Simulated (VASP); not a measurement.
Wanted: the native input for a VASP 6.6.1 run.

| Item | Value |
| --- | --- |
| Task | relaxation of the atoms |
| Functional | r2SCAN |
| Potentials or basis | VASP PAW PBE potentials, release 64 (Li_sv, F) |
| Cutoff | 520 eV |
| k mesh | 12 × 12 × 12 |
| Occupations | fermi-dirac, width 0.02 eV |
| Spin | no spin polarisation |
| Dipole correction | no |
| Further INCAR settings | ALGO = Normal; EDIFF = 1e-06; IBRION = 2; EDIFFG = -0.01; NSW = 50 |

LiF:

```xyz
2
Lattice="0.0000 1.9946 1.9946 1.9946 0.0000 1.9946 1.9946 1.9946 0.0000" Properties=species:S:1:pos:R:3 pbc="T T T"
Li    0.0000    0.0000    0.0000
F     1.9946    1.9946    1.9946
```

One way to write it, as run:

POSCAR

```
LiF
1.0
    0.0000000000      1.9946428200      1.9946428200
    1.9946428200      0.0000000000      1.9946428200
    1.9946428200      1.9946428200      0.0000000000
Li F
1 1
Direct
    0.0000000000      0.0000000000      0.0000000000
    0.5000000000      0.5000000000      0.5000000000
```

INCAR.step1

```
ALGO     = Normal         # electronic algorithm
EDIFF    = 1E-4           # SCF threshold, eV
ENCUT    = 520            # plane-wave cutoff, eV
GGA      = PE             # functional
ISMEAR   = -1             # smearing method
LASPH    = T              # aspherical terms in the spheres
LCHARG   = F              # write CHGCAR
LREAL    = F              # projectors in reciprocal space
LWAVE    = T              # write WAVECAR
NELM     = 80             # most SCF steps
PREC     = Accurate       # precision mode
SIGMA    = 0.02           # smearing width, eV
```

INCAR.step2

```
ALGO     = Normal         # electronic algorithm
EDIFF    = 1E-6           # SCF threshold, eV
EDIFFG   = -0.01          # ionic threshold
ENCUT    = 520            # plane-wave cutoff, eV
IBRION   = 2              # ionic algorithm
ISIF     = 2              # what is computed and relaxed
ISMEAR   = -1             # smearing method
ISTART   = 1            
LASPH    = T              # aspherical terms in the spheres
LCHARG   = F              # write CHGCAR
LMIXTAU  = T            
LREAL    = F              # projectors in reciprocal space
LWAVE    = F              # write WAVECAR
METAGGA  = R2SCAN         # meta-GGA
NELM     = 80             # most SCF steps
NSW      = 50             # ionic steps
PREC     = Accurate       # precision mode
SIGMA    = 0.02           # smearing width, eV
```

KPOINTS

```
k-points
0
Gamma
  12 12 12
```

Potentials or basis: VASP PAW PBE potentials, release 64 (Li_sv, F).

Launch:

```sh
$ cat potpaw_PBE.64/Li_sv/POTCAR potpaw_PBE.64/F/POTCAR > POTCAR
$ cp INCAR.step1 INCAR
$ mpirun -np 1 vasp_std > vasp.out
$ cp INCAR.step2 INCAR
$ mpirun -np 1 vasp_std > vasp.out
```

Results of the run:

The band gap on the k mesh is 10.56 eV.

Caveat: the relaxation stopped at its first step, so nothing moved.

Wall time 55 s on 1 thread of Intel(R) Xeon(R) Platinum 8259CL CPU @ 2.50GHz (Skylake/Cascade Lake), on a shared host, peak memory 0.13 GiB.
